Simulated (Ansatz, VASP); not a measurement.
C: VASP beside Ansatz

INCAR

```
SYSTEM = C
ALGO = Normal
EDIFF = 1E-6
ENCUT = 520
GGA = PS
ISIF = 2
ISMEAR = 0
LASPH = .TRUE.
LCHARG = .TRUE.
LELF = .TRUE.
LREAL = .FALSE.
LVHAR = .TRUE.
LWAVE = .FALSE.
NBANDS = 16
NELM = 60
PREC = Accurate
SIGMA = 0.01
```

The input KPOINTS:

```
k-points
0
G
  9 9 6
  0 0 0
```

POSCAR

```
C
1.0
    2.4737402487      0.0000000000      0.0000000000
   -1.2368701244      2.1423218978      0.0000000000
    0.0000000000      0.0000000000      4.1189829197
C
4
Direct
    0.3333333333      0.6666666667     -0.0000853171
    0.6666666667      0.3333333333      0.4999146829
    0.3333333333      0.6666666667      0.3740853171
    0.6666666667      0.3333333333      0.8740853171
```

Input for Ansatz:

```yaml
crystal:
  lattice:
    - [2.4737402487, 0.0, 0.0]
    - [-1.2368701244, 2.1423218978, 0.0]
    - [0.0, 0.0, 4.1189829197]
  atoms:
    - { symbol: C, position: [0.3333333333, 0.6666666667, -8.53171e-05] }
    - { symbol: C, position: [0.6666666667, 0.3333333333, 0.4999146829] }
    - { symbol: C, position: [0.3333333333, 0.6666666667, 0.3740853171] }
    - { symbol: C, position: [0.6666666667, 0.3333333333, 0.8740853171] }
basis:
  ecutwfc: 600.0
kpoints:
  mp_grid: { grid: [9, 9, 6] }
  band_path:
    path:
      - [0.0, 0.0, 0.0]
      - [0.0, 0.0, 0.0]
      - [0.0, 0.0, 0.0]
      - [0.0, 0.0, 0.0]
      - [0.0, 0.0, 0.0]
      - [0.0, 0.0, 0.0]
      - [0.0, 0.0, 0.0]
      - [0.0, 0.0, 0.0]
      - [0.0, 0.0, 0.0]
      - [0.0, 0.0, 0.0]
      - [0.0, 0.0, 0.0]
      - [0.0, 0.0, 0.0]
      - [0.0, 0.0, 0.0]
      - [0.0, 0.0, 0.0]
      - [0.0, 0.0, 0.0]
      - [0.0, 0.0, 0.0]
      - [0.0, 0.0, 0.0]
      - [0.0, 0.0, 0.0]
      - [0.0, 0.0, 0.0]
      - [0.0, 0.0, 0.0]
      - [0.0, 0.0, 0.0]
      - [0.0, 0.0, 0.0]
      - [0.0, 0.0, 0.0]
      - [0.0, 0.0, 0.0]
      - [0.0, 0.0, 0.0]
      - [0.0, 0.0, 0.0]
      - [0.3, 0.0, 0.0]
      - [0.3166666667, 0.0, 0.0]
      - [0.3333333333, 0.0, 0.0]
      - [0.35, 0.0, 0.0]
      - [0.3666666667, 0.0, 0.0]
      - [0.3833333333, 0.0, 0.0]
      - [0.4, 0.0, 0.0]
      - [0.4166666667, 0.0, 0.0]
      - [0.4333333333, 0.0, 0.0]
      - [0.45, 0.0, 0.0]
      - [0.4666666667, 0.0, 0.0]
      - [0.4833333333, 0.0, 0.0]
      - [0.5, 0.0, 0.0]
      - [0.5, 0.0, 0.0]
      - [0.5, 0.0, 0.0416666667]
      - [0.5, 0.0, 0.0833333333]
      - [0.5, 0.0, 0.125]
      - [0.5, 0.0, 0.1666666667]
      - [0.5, 0.0, 0.2083333333]
      - [0.5, 0.0, 0.25]
      - [0.5, 0.0, 0.2916666667]
      - [0.5, 0.0, 0.3333333333]
      - [0.5, 0.0, 0.375]
      - [0.5, 0.0, 0.4166666667]
      - [0.5, 0.0, 0.4583333333]
      - [0.5, 0.0, 0.5]
      - [0.3333333333, 0.3333333333, 0.0]
      - [0.3333333333, 0.3333333333, 0.0]
      - [0.3333333333, 0.3333333333, 0.0]
      - [0.3333333333, 0.3333333333, 0.0]
      - [0.3333333333, 0.3333333333, 0.0]
      - [0.3333333333, 0.3333333333, 0.0]
      - [0.3333333333, 0.3333333333, 0.0]
      - [0.3333333333, 0.3333333333, 0.0]
      - [0.3333333333, 0.3333333333, 0.0]
      - [0.3333333333, 0.3333333333, 0.0]
      - [0.3333333333, 0.3333333333, 0.0]
      - [0.3333333333, 0.3333333333, 0.0]
      - [0.3333333333, 0.3333333333, 0.0]
      - [0.0, 0.0, 0.5]
      - [0.0, 0.0, 0.5]
      - [0.0, 0.0, 0.5]
      - [0.0, 0.0, 0.5]
      - [0.0, 0.0, 0.5]
      - [0.0, 0.0, 0.5]
      - [0.0, 0.0, 0.5]
      - [0.0, 0.0, 0.5]
      - [0.0, 0.0, 0.5]
      - [0.0, 0.0, 0.5]
      - [0.0, 0.0, 0.5]
      - [0.0, 0.0, 0.5]
      - [0.0, 0.0, 0.5]
    npoints: 1
hamiltonian:
  xc: pbesol
  pseudopotentials: { kind: paw, azcp: { folder: soft_1 } }
scf:
  occupations: { method: fixed }
  n_extra_bands: 6
output:
  eigenvalues: true
```

Alike in both runs: task single point; functional PBEsol; k mesh 9 × 9 × 6; no spin polarisation.

|  | VASP | Ansatz |
| --- | --- | --- |
| version | VASP 6.6.1 | Ansatz 0.2.0 |
| potentials or method | VASP PAW PBE potentials, release 64 (C), cutoff 520 eV | scalar-relativistic, plane waves, PAW |
| occupations | gaussian, width 0.01 eV | fixed |
| valence electrons in the cell | 16 | 16 |

```tsv
	VASP	Ansatz	Ansatz less VASP
gap on the k mesh at the Fermi level (eV)	2.92	2.94	+0.021
least direct gap on the mesh (eV)	4.96	4.96	+0.008
```

VASP's potentials were made for PBE, not for PBEsol, and Ansatz warns of the same on its side.
